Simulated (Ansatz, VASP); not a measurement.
# Two plane-wave programs on BiH4

```
Bi H
1.0
     3.09786    0.00000    0.00000
    -1.54893    2.68282    0.00000
     0.00000    0.00000    6.57147
Bi H
1 4
Direct
  0.00000 0.00000 0.00000
  0.50000 0.00000 0.50000
  0.00000 0.50000 0.50000
  0.50000 0.50000 0.50000
  0.00000 0.00000 0.50000
```

Alike in both runs: functional PBE; k mesh 15 × 15 × 8; occupations gaussian, width 0.1 eV; no spin polarisation.

Ansatz relaxed the structure, and its values are those at the end. VASP's run is a single point on that final structure, the one shown.

|  | VASP | Ansatz |
| --- | --- | --- |
| version | VASP 6.6.1 | Ansatz 0.2.0 |
| potentials or method | VASP PAW PBE potentials, release 64 (Bi_d, H), cutoff 520 eV | scalar-relativistic, plane waves, PAW |
| valence electrons in the cell | 19 | 19 |

VASP gave:

```
gap on the k mesh at the Fermi level (eV) : none
pressure (GPa)                            : -0.2
```

Q: What did Ansatz give for the same quantities?

A: gap on the k mesh at the Fermi level (eV): none; pressure (GPa): 0.0.

A gap of «none» marks a metal or a gap that the smearing closes. The functional is the same, so the differences come from potentials, cutoffs and numerics.

Neither program's run includes spin-orbit coupling.
